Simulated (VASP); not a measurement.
**Co: single point with PBEsol**

Crystal: Co.

```
Co
1.0
     0.00000    2.39240    2.39240
     2.39240    0.00000    2.39240
     2.39240    2.39240    0.00000
Co
2
Cartesian
  0.5981 0.5981 0.5981
  4.1867 4.1867 4.1867
```

This cell differs from its parent crystal: volume scaled by 0.96.

```
Program                : VASP 6.6.1
Task                   : single point
Functional             : PBEsol
Potentials or basis    : VASP PAW PBE potentials, release 64 (Co)
Cutoff                 : 520 eV
k mesh                 : 13 × 13 × 13
Occupations            : fermi-dirac, width 0.05 eV
Spin                   : collinear spin, ferromagnetic start
Starting moments       : [-0.337, -0.337] μB
Dipole correction      : no
Further INCAR settings : ALGO = Normal; EDIFF = 1e-06; NBANDS = 20
```

| Quantity | Value |
| --- | --- |
| Pressure | 4.4 GPa |
| Net moment | -0.48 μB per cell |
| Site moments | Co -0.23 μB |
| Valence electrons inside the program's atomic spheres | Co 8.47 |

Levels at points of the mesh, in eV from the Fermi level:
Spin up:
```csv
k point,band 6,band 7,band 8,band 9,band 10,band 11,band 12,band 13
"(0.00, 0.00, 0.00)",-3.06,-1.05,-1.05,-1.05,0.47,0.47,14.13,14.13
```
Spin down:
| k point | band 5 | band 6 | band 7 | band 8 | band 9 | band 10 | band 11 | band 12 | band 13 | band 14 |
| --- | --- | --- | --- | --- | --- | --- | --- | --- | --- | --- |
| (0.00, 0.00, 0.00) | -3.28 | -3.28 | -1.29 | -1.29 | -1.29 | 0.22 | 0.22 | 14.05 | 14.05 | 14.05 |

Run time: 2.7 min on 1 thread of Intel(R) Xeon(R) Platinum 8259CL CPU @ 2.50GHz (Skylake/Cascade Lake) (shared host), peak memory 0.21 GiB.

Caveat: the PAW data sets were made with another functional, which shifts forces and pressure a little.
